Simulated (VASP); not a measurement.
The system is Bi2Se3.

```xyz
5
Lattice="2.0576 1.1880 9.4813 -2.0576 1.1880 9.4813 0.0000 -2.3759 9.4813" Properties=species:S:1:pos:R:3 pbc="T T T"
Bi    0.0000    0.0000   17.0435
Bi    0.0000    0.0000   11.4003
Se    0.0000    0.0000   22.4223
Se    0.0000    0.0000    6.0216
Se    0.0000    0.0000    0.0000
```

Base run:

| Quantity | Value |
| --- | --- |
| Program | VASP 6.6.1 |
| Functional | revPBE |
| Potentials or basis | VASP PAW PBE potentials, release 64 (Bi_d, Se) |
| Cutoff | 520 eV |
| k mesh | 8 × 8 × 8 |
| Occupations | fermi-dirac, width 0.05 eV |
| Spin | no spin polarisation |

Its results: band gap on the k mesh 0.25 eV; pressure 5.2 GPa; largest force 0.334 eV/Å.

Task: After a change of settings the same cell gave: band gap on the k mesh 0.20 eV; pressure 3.8 GPa; largest force 0.321 eV/Å. Which change was it?
A. functional from revPBE to LDA; potentials or basis from VASP PAW PBE potentials, release 64 (Bi_d, Se) to VASP PAW LDA potentials, release 64 (Bi_d, Se)
B. functional from revPBE to b88 exchange, pbe correlation; cutoff from 520 eV to 500 eV
C. functional from revPBE to BLYP; further incar settings from ALGO = Normal; EDIFF = 1e-06; NBANDS = 32 to ALGO = Normal; EDIFF = 1e-07; NBANDS = 32

Result: B.

Caveats: the cell stands under pressure; the PAW data sets were made with another functional, which shifts forces and pressure a little; spin-orbit coupling is left out, which moves the levels of the heavy elements.
